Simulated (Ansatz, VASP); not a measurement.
# Te in VASP and in Ansatz

Contents of INCAR:

```
ALGO = Normal ; EDIFF = 1E-7
EDIFFG = -0.04 ; ENCUT = 600
GGA = PE ; IBRION = 2
ISIF = 3 ; ISMEAR = 0
LASPH = T ; LCHARG = F
LREAL = F ; LWAVE = F
NELM = 80 ; NSW = 90
PREC = Accurate ; SIGMA = 0.1
```

KPOINTS

```
k-points
0
Gamma
  4 4 4
```

The input POSCAR:

```
Te
1.0
   -3.6599380200      3.6599380200      2.5342892700
    3.6599380200     -3.6599380200      2.5342892700
    3.6599380200      3.6599380200     -2.5342892700
Te
6
Direct
    0.0000000000      0.0000000000      0.0000000000
    0.7500000000      0.2500000000      0.5000000000
    0.3750000000      0.6250000000      0.7500000000
    0.3750000000      0.1250000000      0.7500000000
    0.3750000000      0.6250000000      0.2500000000
    0.8750000000      0.6250000000      0.2500000000
```

Input for Ansatz:

```yaml
crystal:
  lattice:
    - [-3.65993802, 3.65993802, 2.53428927]
    - [3.65993802, -3.65993802, 2.53428927]
    - [3.65993802, 3.65993802, -2.53428927]
  atoms:
    - { symbol: Te, position: [0.0, 0.0, 0.0] }
    - { symbol: Te, position: [0.75, 0.25, 0.5] }
    - { symbol: Te, position: [0.375, 0.625, 0.75] }
    - { symbol: Te, position: [0.375, 0.125, 0.75] }
    - { symbol: Te, position: [0.375, 0.625, 0.25] }
    - { symbol: Te, position: [0.875, 0.625, 0.25] }
basis:
  ecutwfc: 420
kpoints:
  mp_grid: { grid: [4, 4, 4] }
hamiltonian:
  xc: pbe
scf:
  occupations: { method: gaussian, width: 0.1 }
  lower_state_search: "off"
output:
  forces: true
  stress: true
  eigenvalues: true
relax:
  adjacent_minimum: "off"
  f_tol: 0.04
  max_steps: 70
  cell: { stress_tol: 0.4 }
```

Alike in both runs: task relaxation of cell and atoms; functional PBE; k mesh 4 × 4 × 4; occupations gaussian, width 0.1 eV; no spin polarisation.

|  | VASP | Ansatz |
| --- | --- | --- |
| version | VASP 6.6.1 | Ansatz 0.2.0 |
| potentials or method | VASP PAW PBE potentials, release 64 (Te), cutoff 600 eV | scalar-relativistic, plane waves, PAW |
| valence electrons in the cell | 36 | 96 |

VASP gave:

| Quantity | Value |
| --- | --- |
| gap on the k mesh at the Fermi level, each at its own relaxed structure (eV) | none |
| relaxed volume (Å³/atom) | 32.90 |
| relaxed cell length with the largest relative difference (Å) | 6.383 |

Q: Estimate Ansatz's values.

A: gap on the k mesh at the Fermi level, each at its own relaxed structure (eV): none; relaxed volume (Å³/atom): 32.91; relaxed cell length with the largest relative difference (Å): 6.382.

A gap of «none» marks a metal or a gap that the smearing closes. VASP's potentials hold 36 valence electrons a cell and Ansatz's 96, so a difference there can come from the potentials and not from the codes.

The k mesh is coarse, so the values compare programs but aren't converged. Spin-orbit coupling is off throughout. Noted on VASP's run: the volume moved by over 15 % at a fixed basis, so the end points are rough.
